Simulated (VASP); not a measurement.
## PbS: single point with PBEsol

Crystal: PbS.

```
CELL_PARAMETERS angstrom
2.13432 1.22043 3.45840
-2.13998 1.22318 3.46089
-0.00045 -2.47384 3.47033
ATOMIC_POSITIONS crystal
Pb 0.96629 0.98190 0.97949
S 0.48931 0.47370 0.47611
```

This cell differs from its parent crystal: atoms moved at random and the cell strained at random.

```
Program             : VASP 6.6.1
Task                : single point
Functional          : PBEsol
Potentials or basis : VASP PAW PBE potentials, release 64 (Pb_d, S)
Cutoff              : 520 eV
k mesh              : 9 × 9 × 9
Occupations         : gaussian, width 0.02 eV
Spin                : no spin polarisation
```

```json
{
 "Pressure": "-3.2 GPa",
 "Largest force": "0.005 eV/Å",
 "Band gap on the k mesh": "0.75 eV (least direct gap 0.80 eV)"
}
```

Forces in eV/Å, atoms in the order of the input:
```
Pb  -0.003  0.002  0.003
S    0.003 -0.002 -0.003
```

Stress tensor (GPa, compression positive):
```
-3.41  0.04  0.08
 0.04 -3.22  0.26
 0.08  0.26 -3.05
```

Levels at points of the mesh, in eV from the valence-band top:
| k point | band 7 | band 8 | band 9 | band 10 | band 11 | band 12 | band 13 | band 14 |
| --- | --- | --- | --- | --- | --- | --- | --- | --- |
| (0.00, 0.00, 0.00) | -5.94 | -1.79 | -1.74 | -1.72 | 5.13 | 5.17 | 5.26 | 6.92 |

Run time: 2.7 min on 1 thread of Intel Xeon 8259CL, with other jobs on the host, peak memory 0.43 GiB.

Caveat: the cell differs from its parent crystal (atoms moved at random and the cell strained at random); the cell stands under tension; the PAW data sets were made with another functional, which shifts forces and pressure a little; spin-orbit coupling is left out, which moves the levels of the heavy elements. A k mesh can miss the band edges.
